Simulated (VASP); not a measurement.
# Ru (P6_3/mmc) in VASP: vibrations by perturbation theory with LDA

Aim: the vibrations by perturbation theory of Ru with LDA.

All numbers are computed with VASP 6.6.1; they aren't measurements. Logs are shortened: lines on timing, memory, paths and dates and some standing lists are left out, and cuts for length are marked.

## (1) The cell of the first run

It takes space group P6_3/mmc (No. 194, hexagonal). Conventional cell: a = 2.676 Å, b = 2.676 Å, c = 4.226 Å, α = 90.00°, β = 90.00°, γ = 120.00°. Ru (site symmetry -6m2) has 12 Ru at 2.62 to 2.68 Å within 3.5 Å.

## (2) Vibrations by perturbation theory, LDA

INCAR reads:

```
SYSTEM = Ru
ALGO = Normal
EDIFF = 1E-8
ENCUT = 520
GGA = CA
IBRION = 8
ISIF = 2
ISMEAR = -1
LASPH = .True.
LCHARG = .False.
LREAL = .False.
LWAVE = .False.
NBANDS = 21
NELM = 100
NSW = 1
PREC = Accurate
SIGMA = 0.15
```

KPOINTS reads:

```
k-points
0
Gamma
  15 15 8
  0 0 0
```

POSCAR reads:

```
Ru
1.0
    2.6759834052      0.0000000000      0.0000000000
   -1.3379917026      2.3174696090      0.0000000000
    0.0000000000      0.0000000000      4.2262880327
Ru
2
Direct
    0.3333333333      0.6666666667      0.2500000000
    0.6666666667      0.3333333333      0.7500000000
```

Potentials or basis: VASP PAW LDA potentials, release 64 (Ru_pv).

Command:

```sh
$ cat potpaw_LDA.64/Ru_pv/POTCAR > POTCAR
$ mpirun -np 1 vasp_std > vasp.out
```

OUTCAR:

```text
SYSTEM = Ru
   EDIFF = 1E-8
   ENCUT = 520
   GGA = CA
   IBRION = 8
   ISIF = 2
   ISMEAR = -1
   LASPH = .True.
   LREAL = .False.
   NELM = 100
   NSW = 1
   PREC = Accurate

 ion  position               nearest neighbor table
   1  0.333  0.667  0.250-   2 2.62   2 2.62   2 2.62   2 2.62   2 2.62   2 2.62
   2  0.667  0.333  0.750-   1 2.62   1 2.62   1 2.62   1 2.62   1 2.62   1 2.62

  LATTYP: Found a hexagonal cell.
 ALAT       =     2.6759834052
 C/A-ratio  =     1.5793401501

  Lattice vectors:

 A1 = (   2.6759834052,   0.0000000000,   0.0000000000)
 A2 = (  -1.3379917026,   2.3174696090,   0.0000000000)
 A3 = (   0.0000000000,   0.0000000000,   4.2262880327)

Analysis of symmetry for initial positions (statically):
=====================================================================
 Subroutine PRICEL returns:
 Original cell was already a primitive cell.

 Routine SETGRP: Setting up the symmetry group for a
 hexagonal supercell.

 Subroutine GETGRP returns: Found 24 space group operations
 (whereof 12 operations were pure point group operations)
 out of a pool of 24 trial point group operations.

The static configuration has the point symmetry D_3d.
 The point group associated with its full space group is D_6h.

Analysis of symmetry for dynamics (positions and initial velocities):
=====================================================================
 Subroutine PRICEL returns:
 Original cell was already a primitive cell.

 Routine SETGRP: Setting up the symmetry group for a
 hexagonal supercell.

 Subroutine GETGRP returns: Found 24 space group operations
 (whereof 12 operations were pure point group operations)
 out of a pool of 24 trial point group operations.

The dynamic configuration has the point symmetry D_3d.
 The point group associated with its full space group is D_6h.

 Subroutine INISYM returns: Found 24 space group operations
 (whereof 12 operations are pure point group operations),
 and found     1 'primitive' translations

----------------------------------------------------------------------------------------

                                     Primitive cell

  volume of cell :      26.2094

  direct lattice vectors                    reciprocal lattice vectors
     2.675983405  0.000000000  0.000000000     0.373694395  0.215752560  0.000000000
    -1.337991703  2.317469609  0.000000000     0.000000000  0.431505119  0.000000000
     0.000000000  0.000000000  4.226288033     0.000000000  0.000000000  0.236614256

  length of vectors
     2.675983405  2.675983405  4.226288033     0.431505119  0.431505119  0.236614256

  position of ions in fractional coordinates (direct lattice)
     0.333333333  0.666666667  0.250000000
     0.666666667  0.333333333  0.750000000

  ion indices of the primitive-cell ions
   primitive index   ion index
                 1           1
                 2           2

----------------------------------------------------------------------------------------

 KPOINTS: k-points

Automatic generation of k-mesh.
 Grid dimensions read from file:
 generate k-points for:   15   15    8

 Generating k-lattice:

  Cartesian coordinates                     Fractional coordinates (reciprocal lattice)
     0.024912960  0.014383504  0.000000000     0.066666667 -0.000000000  0.000000000
     0.000000000  0.028767008  0.000000000     0.000000000  0.066666667  0.000000000
     0.000000000  0.000000000  0.029576782     0.000000000  0.000000000  0.125000000
[... 71 lines left out ...]
   EFERMI =   0.00;   METHOD = LEGACY
   ISMEAR =    -1;   SIGMA  =   0.15  broadening in eV -4-tet -1-fermi 0-gaus
   EFERMI_NEDOS =   21; number of points for ismear=-14 and -15
   IALGO  =     38    algorithm
   IMIX   =      4    mixing-type and parameters
     AMIX     =   0.40;   BMIX     =  1.00
     AMIX_MAG =   1.60;   BMIX_MAG =  1.00
  volume/ion in A,a.u.               =      13.10        88.43
  Fermi-wavevector in a.u.,A,eV,Ry     =   1.673563  3.162575 38.107363  2.800812
  Thomas-Fermi vector in A             =   2.758512
   LORBIT       =      0    0 simple, 1 ext, 2 COOP (PROOUT), +10 PAW based schemes
   GGA     = CA    functional components
   LHFCALC =     F    Hartree Fock is set to
   AEXX    =    0.0000 exact exchange contribution
   IVDW    =     0    specifies the selected vdW correction
   LEPSILON=     F    determine dielectric tensor
   LRPA    =     F    only Hartree local field effects (RPA)
 non-spin polarized calculation
  energy-cutoff  :      520.00
  volume of cell :       26.21
 maximum number of plane-waves:       732
 NGX is ok and might be reduce to    20
   NGX =  9   NGY =  9   NGZ = 15

--------------------------------------- Ionic step        1  -------------------------------------------

 number of electron      27.9999992 magnetization

 Free energy of the ion-electron system (eV)
  ---------------------------------------------------
  ext. energy  EPLUGINS =         0.00000000
  ---------------------------------------------------
  free energy    TOTEN  =       -21.45095559 eV

  energy without entropy =      -21.33709642  energy(sigma->0) =      -21.39402600

 E-fermi :  13.3764     XC(G=0): -14.5986

 val. band max:       13.3478578540   @ k =   0.0000   0.0000   0.3750
 cond. band min:      13.3942887681   @ k =   0.0667   0.0000   0.3750
 fundamental gap:      0.0464309140
 Fermi energy:        13.3764006974

 k-point     1 :       0.0000    0.0000    0.0000
  band No.  band energies     occupation
      1     -30.2467      2.00000
      2     -29.1780      2.00000
      3     -29.1780      2.00000
      4     -28.9831      2.00000
      5     -28.9831      2.00000
      6     -28.9354      2.00000
[... 565 lines left out ...]
     20      23.3075      0.00000
     21      23.5023      0.00000

 [... further k-points ...]
[... 5 lines left out ...]
  --------------------------------------------------------------------------------------
  -------------------------------------------------------------------------------------
  Total        0.1457667      0.1457667      0.1613906     -0.0000000      0.0000000      0.0000000
  in kB        8.9107095      8.9107095      9.8658010     -0.0000000      0.0000000      0.0000000
  external PRESSURE =       9.2290733 kB  Pullay stress =       0.0000000 kB

 VOLUME and BASIS-vectors are now :
 -----------------------------------------------------------------------------
  energy-cutoff  :      520.00
  volume of cell :       26.21
      direct lattice vectors                 reciprocal lattice vectors
     2.675983405  0.000000000  0.000000000     0.373694395  0.215752560  0.000000000
    -1.337991703  2.317469609  0.000000000     0.000000000  0.431505119  0.000000000
     0.000000000  0.000000000  4.226288033     0.000000000  0.000000000  0.236614256

 POSITION                                       TOTAL-FORCE (eV/Angst)
 -----------------------------------------------------------------------------------
     -0.00000      1.54498      1.05657        -0.000000      0.000000      0.000000
      1.33799      0.77249      3.16972         0.000000     -0.000000      0.000000
 -----------------------------------------------------------------------------------
    total drift:                                0.000000     -0.000000      0.000000

  FREE ENERGIE OF THE ION-ELECTRON SYSTEM (eV)
  ---------------------------------------------------
  free  energy   TOTEN  =       -21.4509555887 eV

  energy  without entropy=      -21.3370964181  energy(sigma->0) =      -21.39402600

[... ionic steps 2 to 3 ...]

--------------------------------------- Ionic step        4  -------------------------------------------

------------------------ aborting loop because EDIFF is reached ----------------------------------------

[... ionic steps 5 to 5 ...]

--------------------------------------- Ionic step        6  -------------------------------------------

 Free energy of the ion-electron system (eV)
  ---------------------------------------------------
  ---------------------------------------------------
  free energy    TOTEN  =        -0.73401792 eV

  energy without entropy =       -0.73401792

------------------------ aborting loop because EDIFF is reached ----------------------------------------

 INTERNAL STRAIN TENSOR  FOR ION    1  DIRECTION 3   (eV/Angst):
 -----------------------------------------------------------------------------
    -0.07832  0.00000 -0.00000
     0.00000 -0.07832  0.00000
    -0.00000  0.00000  0.16279

 INTERNAL STRAIN TENSOR FOR ION    2 for displacements in x,y,z  (eV/Angst):
          X           Y           Z          XY          YZ          ZX
  --------------------------------------------------------------------------------
  x     0.00000     0.00000     0.00000     3.29997     0.00000     0.00000
  y     3.29997    -3.29997     0.00000     0.00000     0.00000     0.00000
  z     0.00000     0.00000    -0.00000     0.00000     0.00000     0.00000

 SECOND DERIVATIVES (NOT SYMMETRIZED)
 ------------------------------------
               1X          1Y          1Z          2X          2Y          2Z
  1X    -7.701156    0.000000    0.000000    7.701156    0.000000    0.000000
  1Y    -0.000000   -7.701156    0.000000    0.000000    7.701156    0.000000
  1Z     0.000000    0.000000  -13.868014    0.000000   -0.000000   13.868014
  2X     7.701156    0.000000    0.000000   -7.701156    0.000000    0.000000
  2Y     0.000000    7.701156    0.000000   -0.000000   -7.701156    0.000000
  2Z     0.000000   -0.000000   13.868014    0.000000    0.000000  -13.868014

 Eigenvectors and eigenvalues of the dynamical matrix
 ----------------------------------------------------

   1 f  =    8.189582 THz    51.456660 2PiTHz  273.175045 cm-1    33.869374 meV
             X         Y         Z           dx          dy          dz
     -0.000000  1.544980  1.056572     0.000000   -0.000000    0.707107
      1.337992  0.772490  3.169716     0.000000    0.000000   -0.707107
[... 21 lines left out ...]
   6 f  =    0.000000 THz     0.000000 2PiTHz    0.000001 cm-1     0.000000 meV
             X         Y         Z           dx          dy          dz
     -0.000000  1.544980  1.056572     0.706836   -0.019476    0.002016
      1.337992  0.772490  3.169716     0.706836   -0.019476    0.002016

--------------------------------------------------------------------------------------------------------

 ELASTIC MODULI CONTR FROM IONIC RELAXATION (kBar)
 Direction    XX          YY          ZZ          XY          YZ          ZX
 --------------------------------------------------------------------------------
 XX         -86.4407     86.4407     -0.0000      0.0000      0.0000      0.0000
 YY          86.4407    -86.4407      0.0000     -0.0000     -0.0000      0.0000
 ZZ          -0.0000      0.0000     -0.0000      0.0000      0.0000      0.0000
 XY           0.0000     -0.0000      0.0000    -86.4407     -0.0000      0.0000
 YZ           0.0000     -0.0000      0.0000     -0.0000     -0.0000      0.0000
 ZX           0.0000      0.0000      0.0000      0.0000      0.0000      0.0000
 --------------------------------------------------------------------------------
```

Wall time 5.2 min (1 thread of Intel Xeon 6975P-C (Granite Rapids), shared host); peak memory 0.61 GiB.

Results:

- Highest phonon frequency at Γ: 273 cm⁻¹

Phonon frequencies in cm⁻¹ (negative: imaginary):
```tsv
q point	frequencies
(0.000, 0.000, 0.000)	0 0 0 204 204 273
```
